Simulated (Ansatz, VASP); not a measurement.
# Two plane-wave programs on Zn2CdSe3

```
Zn Cd Se
1.0
     4.14642    0.00000    0.00000
    -2.07321    3.59090    0.00000
     0.00000    0.00000   20.59477
Zn Cd Se
4 2 6
Direct
  0.00000 0.00000 0.15537
  0.00000 0.00000 0.83721
  0.66667 0.33333 0.67796
  0.66667 0.33333 0.99649
  0.00000 0.00000 0.50988
  0.66667 0.33333 0.32798
  0.00000 0.00000 0.27575
  0.00000 0.00000 0.63958
  0.00000 0.00000 0.95808
  0.66667 0.33333 0.11736
  0.66667 0.33333 0.45723
  0.66667 0.33333 0.79885
```

Alike in both runs: task single point; functional PBE; k mesh 6 × 6 × 1; occupations gaussian, width 0.1 eV; no spin polarisation.

|  | VASP | Ansatz |
| --- | --- | --- |
| version | VASP 6.6.1 | Ansatz 0.2.0 |
| potentials or method | VASP PAW PBE potentials, release 64 (Zn, Cd, Se), cutoff 520 eV | scalar-relativistic, plane waves, PAW |
| valence electrons in the cell | 108 | 184 |

```csv
,VASP,Ansatz,Ansatz less VASP
gap on the k mesh at the Fermi level (eV),0.67,0.67,+0.006
least direct gap on the mesh (eV),0.67,0.67,+0.006
pressure (GPa),0.2,0.0,-0.23
rms of the force components (eV/Å),0.006,0.003,-0.0023
```

Atom by atom the forces differ by 0.004 eV/Å (rms over components). The functional is the same, so the differences come from potentials, cutoffs and numerics. VASP's potentials hold 108 valence electrons a cell and Ansatz's 184, so a difference there can come from the potentials and not from the codes.
